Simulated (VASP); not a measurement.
# Re (Fm-3m) in VASP: a series of runs

Runs on Re. Level: PBEsol. Tasks: single point.

Program: VASP 6.6.1. These are calculated values, not measurements. Logs are shortened: lines on timing, memory, paths and dates and some standing lists are left out, and cuts for length are marked.

## Step 1: The cell of the first run

Symmetry: Fm-3m, No. 225, cubic system. Conventional cell: a = 3.880 Å, b = 3.880 Å, c = 3.880 Å, α = 90.00°, β = 90.00°, γ = 90.00°. Within 3.6 Å of Re (site symmetry m-3m) lie 12 Re at 2.74 Å.

This isn't the form of Re at room conditions, which is hcp.

## Step 2: Single point, PBEsol

Input file INCAR:

```
ALGO     = Normal         # electronic algorithm
EDIFF    = 1E-7           # SCF threshold, eV
ENCUT    = 520            # plane-wave cutoff, eV
GGA      = PS             # functional
ISIF     = 2              # what is computed and relaxed
ISMEAR   = -1             # smearing method
LASPH    = T              # aspherical terms in the spheres
LCHARG   = F              # write CHGCAR
LREAL    = F              # projectors in reciprocal space
LWAVE    = F              # write WAVECAR
NBANDS   = 10             # bands
NELM     = 60             # most SCF steps
PREC     = Accurate       # precision mode
SIGMA    = 0.1            # smearing width, eV
```

Input file KPOINTS:

```
k-points
0
Gamma
  14 14 14
```

Input file POSCAR:

```
Re
1.0
    0.0000000000      1.9401609082      1.9401609082
    1.9401609082      0.0000000000      1.9401609082
    1.9401609082      1.9401609082      0.0000000000
Re
1
Direct
    0.0000000000      0.0000000000      0.0000000000
```

Potentials or basis: VASP PAW PBE potentials, release 64 (Re).

Command:

```console
$ cat potpaw_PBE.64/Re/POTCAR > POTCAR
$ mpirun -np 1 vasp_std > vasp.out
```

OUTCAR:

```text
EDIFF = 1E-7
   ENCUT = 520
   GGA = PS
   ISIF = 2
   ISMEAR = -1
   LASPH = T
   LREAL = F
   NELM = 60
   PREC = Accurate

 ion  position               nearest neighbor table
   1  0.000  0.000  0.000-

  LATTYP: Found a face centered cubic cell.
 ALAT       =     3.8803218164

  Lattice vectors:

 A1 = (   0.0000000000,   1.9401609082,   1.9401609082)
 A2 = (   1.9401609082,   0.0000000000,   1.9401609082)
 A3 = (   1.9401609082,   1.9401609082,   0.0000000000)

Analysis of symmetry for initial positions (statically):
=====================================================================
 Subroutine PRICEL returns:
 Original cell was already a primitive cell.

 Routine SETGRP: Setting up the symmetry group for a
 face centered cubic supercell.

 Subroutine GETGRP returns: Found 48 space group operations
 (whereof 48 operations were pure point group operations)
 out of a pool of 48 trial point group operations.

The static configuration has the point symmetry O_h .

Analysis of symmetry for dynamics (positions and initial velocities):
=====================================================================
 Subroutine PRICEL returns:
 Original cell was already a primitive cell.

 Routine SETGRP: Setting up the symmetry group for a
 face centered cubic supercell.

 Subroutine GETGRP returns: Found 48 space group operations
 (whereof 48 operations were pure point group operations)
 out of a pool of 48 trial point group operations.

The dynamic configuration has the point symmetry O_h .

 Subroutine INISYM returns: Found 48 space group operations
 (whereof 48 operations are pure point group operations),
 and found     1 'primitive' translations

----------------------------------------------------------------------------------------

                                     Primitive cell

  volume of cell :      14.6064

  direct lattice vectors                    reciprocal lattice vectors
     0.000000000  1.940160908  1.940160908    -0.257710584  0.257710584  0.257710584
     1.940160908  0.000000000  1.940160908     0.257710584 -0.257710584  0.257710584
     1.940160908  1.940160908  0.000000000     0.257710584  0.257710584 -0.257710584

  length of vectors
     2.743801870  2.743801870  2.743801870     0.446367825  0.446367825  0.446367825

  position of ions in fractional coordinates (direct lattice)
     0.000000000  0.000000000  0.000000000

  ion indices of the primitive-cell ions
   primitive index   ion index
                 1           1

----------------------------------------------------------------------------------------

 KPOINTS: k-points

Automatic generation of k-mesh.
 Grid dimensions read from file:
 generate k-points for:   14   14   14

 Generating k-lattice:

  Cartesian coordinates                     Fractional coordinates (reciprocal lattice)
    -0.018407899  0.018407899  0.018407899     0.071428571  0.000000000  0.000000000
     0.018407899 -0.018407899  0.018407899     0.000000000  0.071428571  0.000000000
     0.018407899  0.018407899 -0.018407899     0.000000000  0.000000000  0.071428571

  Length of vectors
     0.031883416  0.031883416  0.031883416

  Shift w.r.t. Gamma in fractional coordinates (k-lattice)
     0.000000000  0.000000000  0.000000000

 Subroutine IBZKPT returns following result:
 ===========================================

 Found    104 irreducible k-points:

 Following reciprocal coordinates:
            Coordinates               Weight
  0.000000  0.000000  0.000000      1.000000
  0.071429  0.000000  0.000000      8.000000
  0.142857  0.000000  0.000000      8.000000
  0.214286  0.000000  0.000000      8.000000
  0.285714  0.000000  0.000000      8.000000
  0.357143  0.000000  0.000000      8.000000
[... 16 lines left out ...]
  0.214286  0.142857  0.000000     24.000000
  0.285714  0.142857  0.000000     24.000000
 [... further k-points ...]
   k-points           NKPTS =    104   k-points in BZ     NKDIM =    104   number of bands    NBANDS=     10
   number of dos      NEDOS =    301   number of ions     NIONS =      1
   total plane-waves  NPLWV =   8000
   dimension x,y,z NGX =    20 NGY =   20 NGZ =   20
   dimension x,y,z NGXF=    40 NGYF=   40 NGZF=   40
   ions per type =               1
   NGX,Y,Z   is equivalent  to a cutoff of  12.12, 12.12, 12.12 a.u.
   NGXF,Y,Z  is equivalent  to a cutoff of  24.24, 24.24, 24.24 a.u.
 SYSTEM =  unknown system
   PREC   = accura    normal or accurate (medium, high low for compatibility)
   ISTART =      0    job   : 0-new  1-cont  2-samecut
   ICHARG =      2    charge: 1-file 2-atom 10-const
   ISPIN  =      1    spin polarized calculation?
   LNONCOLLINEAR =      F non collinear calculations
   LSORBIT =      F    spin-orbit coupling
   LASPH  =      T    aspherical Exc in radial PAW
   ENCUT  =  520.0 eV  38.22 Ry    6.18 a.u.   5.10  5.10  5.10*2*pi/ulx,y,z
   NELM   =     60;   NELMIN=  2; NELMDL= -5     # of ELM steps
   EDIFF  = 0.1E-06   stopping-criterion for ELM
   LREAL  =      F    real-space projection
   EDIFFG = 0.1E-05   stopping-criterion for IOM
   NSW    =      0    number of steps for IOM
   IBRION =     -1    ionic relax: 0-MD 1-quasi-New 2-CG
   NFREE  =      0    steps in history (QN), initial steepest desc. (CG)
   ISIF   =      2    stress and relaxation
   ISYM   =      2    0-nonsym 1-usesym 2-fastsym
   POTIM  = 0.5000    time-step for ionic-motion
   TEBEG  =    0.0;   TEEND  =   0.0 temperature during run
   PSTRESS=    0.0 pullay stress
   NELECT =       7.0000    total number of electrons
   NUPDOWN=      -1.0000    fix difference up-down
   EMIN   =  10.00;   EMAX   =-10.00  energy-range for DOS
   EFERMI =   0.00;   METHOD = LEGACY
   ISMEAR =    -1;   SIGMA  =   0.10  broadening in eV -4-tet -1-fermi 0-gaus
   EFERMI_NEDOS =   21; number of points for ismear=-14 and -15
   IALGO  =     38    algorithm
   IMIX   =      4    mixing-type and parameters
     AMIX     =   0.40;   BMIX     =  1.00
     AMIX_MAG =   1.60;   BMIX_MAG =  1.00
  volume/ion in A,a.u.               =      14.61        98.57
  Fermi-wavevector in a.u.,A,eV,Ry     =   1.281130  2.420984 22.331151  1.641293
  Thomas-Fermi vector in A             =   2.413517
   LORBIT       =      0    0 simple, 1 ext, 2 COOP (PROOUT), +10 PAW based schemes
   GGA     = PS    functional components
   LHFCALC =     F    Hartree Fock is set to
   AEXX    =    0.0000 exact exchange contribution
   IVDW    =     0    specifies the selected vdW correction
   LEPSILON=     F    determine dielectric tensor
   LRPA    =     F    only Hartree local field effects (RPA)
 non-spin polarized calculation
  energy-cutoff  :      520.00
  volume of cell :       14.61
 maximum number of plane-waves:       411
   NGX = 11   NGY = 11   NGZ = 11

 number of electron       7.0000001 magnetization

 Free energy of the ion-electron system (eV)
  ---------------------------------------------------
  ext. energy  EPLUGINS =         0.00000000
  ---------------------------------------------------
  free energy    TOTEN  =       -13.31289195 eV

  energy without entropy =      -13.28100913  energy(sigma->0) =      -13.29695054

 E-fermi :   8.0814     XC(G=0): -13.8595

 val. band max:        8.0221075502   @ k =   0.5000   0.3571   0.0000
 cond. band min:       8.0845277113   @ k =  -0.1429   0.1429   0.0000
 fundamental gap:      0.0624201611
 Fermi energy:         8.0813924331

 k-point     1 :       0.0000    0.0000    0.0000
  band No.  band energies     occupation
      1      -2.1388      2.00000
      2       6.1411      2.00000
      3       6.1411      2.00000
      4       6.1411      2.00000
      5       9.3677      0.00001
      6       9.3677      0.00001
      7      22.0351      0.00000
      8      27.7107      0.00000
      9      27.7107      0.00000
     10      27.7107      0.00000

 k-point     2 :       0.0714    0.0000    0.0000
  band No.  band energies     occupation
      1      -1.8997      2.00000
      2       5.9789      2.00000
      3       6.2530      2.00000
      4       6.2530      2.00000
      5       9.2776      0.00001
      6       9.2776      0.00001
      7      22.5000      0.00000
      8      26.5721      0.00000
      9      28.1495      0.00000
     10      28.1495      0.00000

 k-point     3 :       0.1429    0.0000    0.0000
  band No.  band energies     occupation
      1      -1.2277      2.00000
      2       5.6050      2.00000
      3       6.5102      2.00000
      4       6.5102      2.00000
      5       9.1274      0.00006
      6       9.1274      0.00006
      7      23.5838      0.00000
      8      24.9106      0.00000
      9      29.3992      0.00000
     10      29.3992      0.00000

 k-point     4 :       0.2143    0.0000    0.0000
  band No.  band energies     occupation
      1      -0.2861      2.00000
      2       5.3059      2.00000
      3       6.6578      2.00000
      4       6.6578      2.00000
      5       9.2554      0.00002
      6       9.2554      0.00002
      7      22.7694      0.00000
      8      25.5407      0.00000
      9      31.2871      0.00000
     10      31.2871      0.00000
[... 222 lines left out ...]
 k-point    22 :       0.1429    0.1429    0.0000
  band No.  band energies     occupation
      1      -0.9167      2.00000
      2       5.1043      2.00000
      3       6.9169      1.99998
      4       6.9169      1.99998
      5       8.0918      0.94786
      6       9.7819      0.00000
      7      24.3834      0.00000
      8      26.1456      0.00000
      9      28.3187      0.00000
     10      28.3187      0.00000

 k-point    23 :       0.2143    0.1429    0.0000
  band No.  band energies     occupation
      1      -0.1819      2.00000
      2       4.6826      2.00000
      3       6.9965      1.99996
      4       7.2771      1.99936
      5       7.9917      1.42066
      6      10.0135      0.00000
      7      25.0837      0.00000
      8      25.7767      0.00000
      9      28.7097      0.00000
     10      29.2499      0.00000

 k-point    24 :       0.2857    0.1429    0.0000
  band No.  band energies     occupation
      1       0.7427      2.00000
      2       4.4346      2.00000
      3       6.4183      2.00000
      4       7.4022      1.99776
      5       8.9035      0.00054
      6      10.4984      0.00000
      7      23.5788      0.00000
      8      26.8240      0.00000
      9      29.1226      0.00000
     10      29.6177      0.00000

 [... further k-points ...]

------------------------ aborting loop because EDIFF is reached ----------------------------------------

  FORCE on cell =-STRESS in cart. coord.  units (eV):
  Direction    XX          YY          ZZ          XY          YZ          ZX
  --------------------------------------------------------------------------------------
  -------------------------------------------------------------------------------------
  Total       -0.0011339     -0.0011339     -0.0011339      0.0000000     -0.0000000      0.0000000
  in kB       -0.1243829     -0.1243829     -0.1243829      0.0000000     -0.0000000      0.0000000
  external PRESSURE =      -0.1243829 kB  Pullay stress =       0.0000000 kB

 VOLUME and BASIS-vectors are now :
 -----------------------------------------------------------------------------
  energy-cutoff  :      520.00
  volume of cell :       14.61
      direct lattice vectors                 reciprocal lattice vectors
     0.000000000  1.940160908  1.940160908    -0.257710584  0.257710584  0.257710584
     1.940160908  0.000000000  1.940160908     0.257710584 -0.257710584  0.257710584
     1.940160908  1.940160908  0.000000000     0.257710584  0.257710584 -0.257710584

 POSITION                                       TOTAL-FORCE (eV/Angst)
 -----------------------------------------------------------------------------------
      0.00000      0.00000      0.00000         0.000000     -0.000000     -0.000000
 -----------------------------------------------------------------------------------
    total drift:                                0.000000      0.000000     -0.000000

  FREE ENERGIE OF THE ION-ELECTRON SYSTEM (eV)
  ---------------------------------------------------
  free  energy   TOTEN  =       -13.3128919520 eV

  energy  without entropy=      -13.2810091286  energy(sigma->0) =      -13.29695054
```

Run time: 24 s. Hardware: 1 thread of Intel Xeon 8259CL, shared host; peak memory 0.14 GiB.

What came out:

```
Free energy            : -13.3129 eV
Pressure               : 0.0 GPa
Band gap on the k mesh : zero (an odd number of electrons rules out a gap without spin polarisation)
```

Caveat: the PAW data sets were made with another functional, which shifts forces and pressure a little; spin-orbit coupling is left out, which moves the levels of the heavy elements.

## Step 3: Single point, PBEsol (12.85 Å³/atom)

This run uses another cell than the first one, of 12.85 Å³/atom.

Input file INCAR:

```
PREC = Accurate
ENCUT = 520
EDIFF = 1E-6
ISMEAR = -1
SIGMA = 0.1
LREAL = False
LASPH = True
NELM = 100
ALGO = Normal
ISIF = 2
LWAVE = False
LCHARG = False
GGA = PS
NBANDS = 10
```

Input file KPOINTS:

```
Automatic mesh
0
Gamma
  16 16 16
```

Input file POSCAR:

```
Re
1.0
    0.0000000000      1.8592251003      1.8592251003
    1.8592251003      0.0000000000      1.8592251003
    1.8592251003      1.8592251003      0.0000000000
Re
1
Direct
    0.0000000000      0.0000000000      0.0000000000
```

Potentials or basis: VASP PAW PBE potentials, release 64 (Re).

Command:

```console
$ cat potpaw_PBE.64/Re/POTCAR > POTCAR
$ mpirun -np 1 vasp_std > vasp.out
```

Run time: 32 s. Hardware: 1 thread of Intel Xeon 8259CL, shared host; peak memory 0.14 GiB.

The run converged. Its results:

* Free energy: -12.9877 eV
* Pressure: 67.9 GPa
* Band gap on the k mesh: zero (an odd number of electrons rules out a gap without spin polarisation)

Levels at points of the mesh, in eV from the Fermi level:
```tsv
k point	band 2	band 3	band 4	band 5	band 6	band 7
(0.00, 0.00, 0.00)	-2.35	-2.35	-2.35	1.55	1.55	14.02
(0.50, 0.00, 0.00)	-2.64	-2.64	0.55	4.71	4.71	12.14
(0.50, 0.50, 0.00)	-7.20	3.56	4.67	5.66	5.66	13.49
```

Caveat: the cell stands under pressure; the PAW data sets were made with another functional, which shifts forces and pressure a little; spin-orbit coupling is left out, which moves the levels of the heavy elements.

(Part 1 of 2 ends here.)
